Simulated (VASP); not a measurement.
Here is a VASP 6.6.1 calculation.

File INCAR:

```
PREC = Accurate
ENCUT = 520
EDIFF = 1E-6
ISMEAR = -1
SIGMA = 0.1
LREAL = False
LASPH = True
NELM = 60
ALGO = Normal
ISIF = 2
LWAVE = False
LCHARG = False
NBANDS = 18
```

Contents of KPOINTS:

```
regular mesh
0
Gamma
  7 7 7
```

POSCAR

```
ScHg
1.0
    3.4800000000      0.0000000000      0.0000000000
    0.0000000000      3.4800000000      0.0000000000
    0.0000000000      0.0000000000      3.4800000000
Sc Hg
1 1
Direct
    0.5000000000      0.5000000000      0.5000000000
    0.0000000000      0.0000000000      0.0000000000
```

Potentials or basis: VASP PAW LDA potentials, release 64 (Sc_sv, Hg).

Launch:

```bash
$ cat potpaw_LDA.64/Sc_sv/POTCAR potpaw_LDA.64/Hg/POTCAR > POTCAR
$ mpirun -np 1 vasp_std > vasp.out
```

(1) Predict the pressure.

## Answers

(1) -3.7 GPa.
